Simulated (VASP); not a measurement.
Wanted: the native input for a VASP 6.6.1 run.

```
Task                   : single point
Functional             : BLYP
Potentials or basis    : VASP PAW PBE potentials, release 64 (Ni)
Cutoff                 : 520 eV
k mesh                 : 25 × 25 × 25
Occupations            : fermi-dirac, width 0.05 eV
Spin                   : collinear spin, ferromagnetic start
Starting moments       : [0.677] μB
Dipole correction      : no
Further INCAR settings : ALGO = Normal; EDIFF = 1e-06; NBANDS = 15
```

The structure of Ni lies in POSCAR:

```
Ni
1.0
    0.0000000000      1.7886813534      1.7886813534
    1.7886813534      0.0000000000      1.7886813534
    1.7886813534      1.7886813534      0.0000000000
Ni
1
Direct
    0.0000000000      0.0000000000      0.0000000000
```

The input as run:

INCAR

```
  AGGAC = 1.0
  AGGAX = 1.0
  ALDAC = 0.0
  ALDAX = 1.0
  ALGO = Normal
  EDIFF = 1E-6
  ENCUT = 520
  GGA = B5
  ISIF = 2
  ISMEAR = -1
  ISPIN = 2
  LASPH = True
  LCHARG = False
  LMAXMIX = 4
  LORBIT = 11
  LREAL = False
  LWAVE = False
  MAGMOM = 0.677
  NBANDS = 15
  NELM = 150
  PREC = Accurate
  SIGMA = 0.05
```

KPOINTS

```
k-points
0
Gamma
  25 25 25
```

Potentials or basis: VASP PAW PBE potentials, release 64 (Ni).

Run with:

```sh
$ cat potpaw_PBE.64/Ni/POTCAR > POTCAR
$ mpirun -np 1 vasp_std > vasp.out
```

Results of the run:

- Pressure: 0.1 GPa
- Net moment: 0.61 μB per cell
- Site moments: Ni +0.62 μB
- Valence electrons inside the program's atomic spheres: Ni 9.27

Caveat: the PAW data sets were made with another functional, which shifts forces and pressure a little.

Run time: 2.9 min on 1 thread of Intel(R) Xeon(R) Platinum 8259CL CPU @ 2.50GHz (Skylake/Cascade Lake), with other jobs on the host, peak memory 0.23 GiB.
